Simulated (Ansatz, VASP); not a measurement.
Two plane-wave programs on Be24NO

Contents of INCAR:

```
SYSTEM = Be24NO
PREC = Accurate ; ENCUT = 520
EDIFF = 1E-6 ; ISMEAR = 0
SIGMA = 0.1 ; LREAL = .False.
LASPH = .True. ; NELM = 200
ALGO = Normal ; ISIF = 2
LWAVE = .False. ; LCHARG = .False.
ISPIN = 2 ; MAGMOM = 0 0 0 0 0 0 0 0 0 0 0 0 0 0 0 0 0 0 0 0 0 0 0 0 1 0
LORBIT = 11 ; LDIPOL = .True.
IDIPOL = 3 ; DIPOL = 0.5 0.5 0.292
GGA = PE ; NBANDS = 52
GGA_COMPAT = .False. ; NELMDL = -8
KPAR = 4
```

The input KPOINTS:

```
Automatic mesh
0
Gamma
  6 4 1
  0 0 0
```

File POSCAR:

```
Be24NO
1.0
    4.5254381411      0.0000000000      0.0000000000
    0.0000000000      7.1336190820      0.0000000000
    0.0000000000      0.0000000000     22.3685529248
Be N O
24 1 1
Direct
    0.0000000000      0.3750000000      0.1788224752
    0.0000000000      0.8750000000      0.1788224752
    0.5000000000      0.3750000000      0.1788224752
    0.5000000000      0.8750000000      0.1788224752
    0.2500000000      0.1250000000      0.2080237711
    0.2500000000      0.6250000000      0.2080237711
    0.7500000000      0.1250000000      0.2080237711
    0.7500000000      0.6250000000      0.2080237711
    0.2500000000      0.3750000000      0.2664263628
    0.2500000000      0.8750000000      0.2664263628
    0.7500000000      0.3750000000      0.2664263628
    0.7500000000      0.8750000000      0.2664263628
    0.0000000000      0.1250000000      0.2903069137
    0.0000000000      0.6250000000      0.2903069137
    0.5000000000      0.1250000000      0.2903069137
    0.5000000000      0.6250000000      0.2903069137
    0.0000000000      0.3750000000      0.3546814205
    0.0000000000      0.8750000000      0.3546814205
    0.5000000000      0.3750000000      0.3546814205
    0.5000000000      0.8750000000      0.3546814205
    0.2500000000      0.1250000000      0.3741213369
    0.2500000000      0.6250000000      0.3741213369
    0.7500000000      0.1250000000      0.3741213369
    0.7500000000      0.6250000000      0.3741213369
    0.7500000000      0.4583333333      0.4447562146
    0.8849191768      0.5932525101      0.4584096000
```

Input for Ansatz:

```yaml
crystal:
  lattice:
    - [4.5254381411, 0.0, 0.0]
    - [0.0, 7.133619082, 0.0]
    - [0.0, 0.0, 22.3685529248]
  atoms:
    - { symbol: Be, position: [0.0, 0.375, 0.1788224752] }
    - { symbol: Be, position: [0.0, 0.875, 0.1788224752] }
    - { symbol: Be, position: [0.5, 0.375, 0.1788224752] }
    - { symbol: Be, position: [0.5, 0.875, 0.1788224752] }
    - { symbol: Be, position: [0.25, 0.125, 0.2080237711] }
    - { symbol: Be, position: [0.25, 0.625, 0.2080237711] }
    - { symbol: Be, position: [0.75, 0.125, 0.2080237711] }
    - { symbol: Be, position: [0.75, 0.625, 0.2080237711] }
    - { symbol: Be, position: [0.25, 0.375, 0.2664263628] }
    - { symbol: Be, position: [0.25, 0.875, 0.2664263628] }
    - { symbol: Be, position: [0.75, 0.375, 0.2664263628] }
    - { symbol: Be, position: [0.75, 0.875, 0.2664263628] }
    - { symbol: Be, position: [0.0, 0.125, 0.2903069137] }
    - { symbol: Be, position: [0.0, 0.625, 0.2903069137] }
    - { symbol: Be, position: [0.5, 0.125, 0.2903069137] }
    - { symbol: Be, position: [0.5, 0.625, 0.2903069137] }
    - { symbol: Be, position: [0.0, 0.375, 0.3546814205] }
    - { symbol: Be, position: [0.0, 0.875, 0.3546814205] }
    - { symbol: Be, position: [0.5, 0.375, 0.3546814205] }
    - { symbol: Be, position: [0.5, 0.875, 0.3546814205] }
    - { symbol: Be, position: [0.25, 0.125, 0.3741213369] }
    - { symbol: Be, position: [0.25, 0.625, 0.3741213369] }
    - { symbol: Be, position: [0.75, 0.125, 0.3741213369] }
    - { symbol: Be, position: [0.75, 0.625, 0.3741213369] }
    - { symbol: "N", position: [0.75, 0.4583333333, 0.4447562146], spin: 1.0 }
    - { symbol: O, position: [0.8849191768, 0.5932525101, 0.4584096] }
basis:
  ecutwfc: 420
kpoints:
  mp_grid: { grid: [6, 4, 1] }
hamiltonian:
  xc: pbe
scf:
  occupations: { method: gaussian, width: 0.1 }
output:
  forces: true
  eigenvalues: true
  populations: true
magnetization:
  spin_polarized: true
efield:
  axis: 3
  dipole_correction: true
  ramp_width: 0.04
```

Alike in both runs: task single point; functional PBE; k mesh 6 × 4 × 1; occupations gaussian, width 0.1 eV; collinear spin.

```csv
,VASP,Ansatz
version,VASP 6.6.1,Ansatz 0.2.0
potentials or method,"VASP PAW PBE potentials, release 64 (Be, N, O), cutoff 520 eV","scalar-relativistic, plane waves, PAW"
valence electrons in the cell,59,59
```

|  | VASP | Ansatz | Ansatz less VASP |
| --- | --- | --- | --- |
| gap on the k mesh at the Fermi level (eV) | none | none | - |
| rms of the force components (eV/Å) | 0.749 | 0.582 | -0.1669 |
| net moment per atom (μB) | 0.01 | 0.01 | -0.001 |
| size of the moment on the site where the two differ most (μB) | 0.11 | 0.05 | -0.056 |

Site moments also hang on the region over which each program counts them. Atom by atom the forces differ by 0.181 eV/Å (rms over components). A gap of «none» marks a metal or a gap that the smearing closes. With one functional, cell and mesh, what is left measures potentials, basis and numerics.

Noted on VASP's run: the standard files for N, O and F lose accuracy on very short bonds.
